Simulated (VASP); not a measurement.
Set up this calculation in VASP 6.6.1, as the native input.

* Task: single point
* Functional: revPBE
* Dispersion: D3(BJ)
* Potentials or basis: VASP PAW PBE potentials, release 64 (S, Ti_sv)
* Cutoff: 400 eV
* k mesh: 12 × 12 × 1
* Occupations: gaussian, width 0.08 eV
* Spin: no spin polarisation
* Dipole correction: yes
* Further INCAR settings: ALGO = Normal; EDIFF = 1e-06; NBANDS = 19; NELMDL = -8

The structure of TiS2 (d.A) lies in POSCAR:

```
TiS2
1.0
    3.4000000000      0.0000000000      0.0000000000
   -1.7000000000      2.9444863729      0.0000000000
    0.0000000000      0.0000000000     16.8600000000
S Ti
2 1
Direct
    0.3333330000      0.6666670000      0.4151838671
    0.6666670000      0.3333330000      0.5848161329
    0.0000000000      0.0000000000      0.5000000000
```

The input as run:

INCAR

```
PREC = Accurate ; ENCUT = 400
EDIFF = 1E-6 ; ISMEAR = 0
SIGMA = 0.08 ; LREAL = F
LASPH = T ; NELM = 120
ALGO = Normal ; ISIF = 2
LWAVE = F ; LCHARG = F
LDIPOL = T ; IDIPOL = 3
DIPOL = 0.5 0.5 0.500 ; GGA = RE
IVDW = 12 ; NBANDS = 19
GGA_COMPAT = F ; NELMDL = -8
```

KPOINTS

```
regular mesh
0
Gamma
  12 12 1
```

Potentials or basis: VASP PAW PBE potentials, release 64 (S, Ti_sv).

Launch:

```bash
$ cat potpaw_PBE.64/S/POTCAR potpaw_PBE.64/Ti_sv/POTCAR > POTCAR
$ mpirun -np 1 vasp_std > vasp.out
```

It gave:

| Property | Result |
| --- | --- |
| Largest force | 0.089 eV/Å |
| Dispersion energy per atom | -0.554 eV |

Caveat: the PAW data sets were made with another functional, which shifts forces and pressure a little.

Wall time 49 s on 1 thread of Intel(R) Xeon(R) Platinum 8375C CPU @ 2.90GHz (Ice Lake), with other jobs on the host, peak memory 0.26 GiB.
